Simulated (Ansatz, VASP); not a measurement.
**Two plane-wave programs on NiO**

Contents of INCAR:

```
PREC = Accurate ; ENCUT = 520
EDIFF = 1E-6 ; ISMEAR = 0
SIGMA = 0.1 ; LREAL = False
LASPH = True ; NELM = 150
ALGO = Normal ; ISIF = 2
LWAVE = False ; LCHARG = True
ISPIN = 2 ; MAGMOM = 1.6 0.32
LORBIT = 11 ; LMAXMIX = 4
GGA = PE ; LELF = True
LVHAR = True ; NBANDS = 19
```

File KPOINTS:

```
Automatic mesh
0
Gamma
  18 18 18
```

The input POSCAR:

```
NiO
1.0
    0.0000000000      2.1495233461      2.1495233461
    2.1495233461      0.0000000000      2.1495233461
    2.1495233461      2.1495233461      0.0000000000
Ni O
1 1
Direct
    0.0000000000      0.0000000000      0.0000000000
    0.5000000000      0.5000000000      0.5000000000
```

Input for Ansatz:

```yaml
crystal:
  lattice:
    - [0.0, 2.1495233461, 2.1495233461]
    - [2.1495233461, 0.0, 2.1495233461]
    - [2.1495233461, 2.1495233461, 0.0]
  atoms:
    - { symbol: Ni, position: [0.0, 0.0, 0.0], spin: 1.6 }
    - { symbol: O, position: [0.5, 0.5, 0.5], spin: 0.32 }
basis:
  ecutwfc: 420
kpoints:
  mp_grid: { grid: [18, 18, 18] }
hamiltonian:
  xc: pbe
scf:
  occupations: { method: gaussian, width: 0.1 }
output:
  forces: true
  stress: true
  eigenvalues: true
  populations: true
magnetization:
  spin_polarized: true
```

Alike in both runs: task single point; functional PBE; k mesh 18 × 18 × 18; occupations gaussian, width 0.1 eV; collinear spin.

```csv
,VASP,Ansatz
version,VASP 6.6.1,Ansatz 0.2.0
potentials or method,"VASP PAW PBE potentials, release 64 (Ni, O), cutoff 520 eV","scalar-relativistic, plane waves, PAW"
valence electrons in the cell,16,24
```

```tsv
	VASP	Ansatz	Ansatz less VASP
gap on the k mesh at the Fermi level (eV)	none	none	-
pressure (GPa)	-9.1	-8.8	+0.34
net moment per atom (μB)	0.94	0.95	+0.011
size of the moment on the site where the two differ most (μB)	0.30	0.32	+0.023
```

Site moments also hang on the region over which each program counts them. A gap of «none» marks a metal or a gap that the smearing closes. VASP's potentials hold 16 valence electrons a cell and Ansatz's 24, so a difference there can come from the potentials and not from the codes.
